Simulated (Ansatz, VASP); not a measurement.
One calculation of Ti2Hg, two programs

File INCAR:

```
PREC = Accurate ; ENCUT = 520
EDIFF = 1E-7 ; ISMEAR = 0
SIGMA = 0.1 ; LREAL = F
LASPH = T ; NELM = 80
ALGO = Fast ; ISIF = 2
LWAVE = F ; LCHARG = F
GGA = PE ; NBANDS = 25
```

KPOINTS

```
Automatic mesh
0
Gamma
  6 6 4
```

POSCAR

```
Ti2Hg
1.0
    2.9530157900      0.0000000000      0.0000000000
    0.0000000000      2.9530157900      0.0000000000
    0.0000000000      0.0000000000      5.6419762400
Ti Hg
2 1
Direct
    0.5000000000      0.5000000000      0.2700000100
    0.5000000000      0.5000000000      0.7299999900
    0.0000000000      0.0000000000      0.0000000000
```

Input for Ansatz:

```yaml
crystal:
  lattice:
    - [2.95301579, 0.0, 0.0]
    - [0.0, 2.95301579, 0.0]
    - [0.0, 0.0, 5.64197624]
  atoms:
    - { symbol: Ti, position: [0.5, 0.5, 0.27000001] }
    - { symbol: Ti, position: [0.5, 0.5, 0.72999999] }
    - { symbol: Hg, position: [0.0, 0.0, 0.0] }
basis:
  ecutwfc: 420
kpoints:
  mp_grid: { grid: [6, 6, 4] }
hamiltonian:
  xc: pbe
scf:
  occupations: { method: gaussian, width: 0.1 }
  lower_state_search: "off"
output:
  forces: true
  stress: true
  eigenvalues: true
```

Change from the starting cell: species swapped into the FeSi2 type (P4/mmm, No. 123).

Alike in both runs: task single point; functional PBE; k mesh 6 × 6 × 4; occupations gaussian, width 0.1 eV; no spin polarisation.

```csv
,VASP,Ansatz
version,VASP 6.6.1,Ansatz 0.2.0
potentials or method,"VASP PAW PBE potentials, release 64 (Ti_sv, Hg), cutoff 520 eV","scalar-relativistic, plane waves, PAW"
valence electrons in the cell,36,44
```

VASP gave:

* gap on the k mesh at the Fermi level (eV): none
* rms of the force components (eV/Å): 1.936

Problem. Which values does Ansatz return?

Solution. gap on the k mesh at the Fermi level (eV): none; rms of the force components (eV/Å): 1.888.

Atom by atom the forces differ by 0.048 eV/Å (rms over components). A gap of «none» marks a metal or a gap that the smearing closes. VASP's potentials hold 36 valence electrons a cell and Ansatz's 44, so a difference there can come from the potentials and not from the codes.

Neither program's run includes spin-orbit coupling.
